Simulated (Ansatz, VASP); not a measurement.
## Two plane-wave programs on CdS

```
Cd S
1.0
     0.00000    2.96334    2.96334
     2.96334    0.00000    2.96334
     2.96334    2.96334    0.00000
Cd S
1 1
Direct
  0.00000 0.00000 0.00000
  0.25000 0.25000 0.25000
```

Alike in both runs: functional PBE; k mesh 8 × 8 × 8; occupations gaussian, width 0.02 eV; no spin polarisation.

Ansatz relaxed the structure, and its values are those at the end. VASP's run is a single point on that final structure, the one shown.

```csv
,VASP,Ansatz
version,VASP 6.6.1,Ansatz 0.2.0
potentials or method,"VASP PAW PBE potentials, release 64 (Cd, S), cutoff 500 eV","scalar-relativistic, plane waves, PAW"
valence electrons in the cell,18,26
```

|  | VASP | Ansatz | Ansatz less VASP |
| --- | --- | --- | --- |
| gap on the k mesh at the Fermi level (eV) | 1.04 | 1.04 | -0.002 |
| least direct gap on the mesh (eV) | 1.04 | 1.04 | -0.002 |
| pressure (GPa) | 0.3 | 0.0 | -0.28 |

VASP's potentials hold 18 valence electrons a cell and Ansatz's 26, so a difference there can come from the potentials and not from the codes.
